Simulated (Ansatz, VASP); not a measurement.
Two plane-wave programs on TiAl

INCAR

```
PREC = Accurate ; ENCUT = 520
EDIFF = 1E-7 ; ISMEAR = 0
SIGMA = 0.15 ; LREAL = F
LASPH = T ; NELM = 60
ALGO = Fast ; ISIF = 2
LWAVE = F ; LCHARG = F
GGA = PS ; NBANDS = 14
```

The input KPOINTS:

```
regular mesh
0
Gamma
  18 18 10
```

POSCAR

```
TiAl
1.0
    2.8672622327      0.0000000000      0.0000000000
   -1.4336311163      2.4831219328      0.0000000000
    0.0000000000      0.0000000000      4.6780830000
Ti Al
1 1
Direct
    0.0000000000      0.0000000000     -0.0213762774
    0.3333333333      0.6666666667      0.5000000000
```

Input for Ansatz:

```yaml
crystal:
  lattice:
    - [2.8672622327, 0.0, 0.0]
    - [-1.4336311163, 2.4831219328, 0.0]
    - [0.0, 0.0, 4.678083]
  atoms:
    - { symbol: Ti, position: [0.0, 0.0, -0.0213762774] }
    - { symbol: Al, position: [0.3333333333, 0.6666666667, 0.5] }
basis:
  ecutwfc: 420
kpoints:
  mp_grid: { grid: [18, 18, 10] }
hamiltonian:
  xc: pbesol
scf:
  occupations: { method: gaussian, width: 0.15 }
output:
  forces: true
  stress: true
  eigenvalues: true
```

Change from the starting cell: all Ti atoms moved -0.100 Å, as atom 1 along Cartesian [0 0 1].

Alike in both runs: task single point; functional PBEsol; k mesh 18 × 18 × 10; occupations gaussian, width 0.15 eV; no spin polarisation.

|  | VASP | Ansatz |
| --- | --- | --- |
| version | VASP 6.6.1 | Ansatz 0.2.0 |
| potentials or method | VASP PAW PBE potentials, release 64 (Ti_sv, Al), cutoff 520 eV | scalar-relativistic, plane waves, PAW |
| valence electrons in the cell | 15 | 15 |

Ansatz gave:

* gap on the k mesh at the Fermi level (eV): none
* pressure (GPa): -2.4
* traceless stress, the component that is largest in VASP (GPa): -0.60
* rms of the force components (eV/Å): 0.388

What did VASP give for the same quantities?

gap on the k mesh at the Fermi level (eV): none; pressure (GPa): -2.4; traceless stress, the component that is largest in VASP (GPa): -0.54; rms of the force components (eV/Å): 0.389.

VASP's potentials were made for PBE, not for PBEsol. Atom by atom the forces differ by 0.001 eV/Å (rms over components). A gap of «none» marks a metal or a gap that the smearing closes. With one functional, cell and mesh, what is left measures potentials, basis and numerics.
